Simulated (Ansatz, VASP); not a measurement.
# Two plane-wave programs on KF

```
K F
1.0
    -0.08630    2.66808    2.66808
     2.66808   -0.08630    2.66808
     2.66808    2.66808   -0.08630
K F
1 1
Direct
  0.00000 0.00000 0.00000
  0.50000 0.50000 0.50000
```

Alike in both runs: task single point; functional PBE; k mesh 8 × 8 × 8; occupations gaussian, width 0.05 eV; no spin polarisation.

```csv
,VASP,Ansatz
version,VASP 6.6.1,Ansatz 0.2.0
potentials or method,"VASP PAW PBE potentials, release 64 (K_sv, F), cutoff 520 eV","scalar-relativistic, plane waves, PAW"
valence electrons in the cell,16,16
```

|  | VASP | Ansatz | Ansatz less VASP |
| --- | --- | --- | --- |
| gap on the k mesh at the Fermi level (eV) | 5.91 | 5.92 | +0.015 |
| least direct gap on the mesh (eV) | 5.91 | 5.92 | +0.015 |
| pressure (GPa) | 0.0 | 0.0 | -0.01 |
| traceless stress, the component that is largest in VASP (GPa) | 0.39 | 0.40 | +0.005 |

With one functional, cell and mesh, what is left measures potentials, basis and numerics.
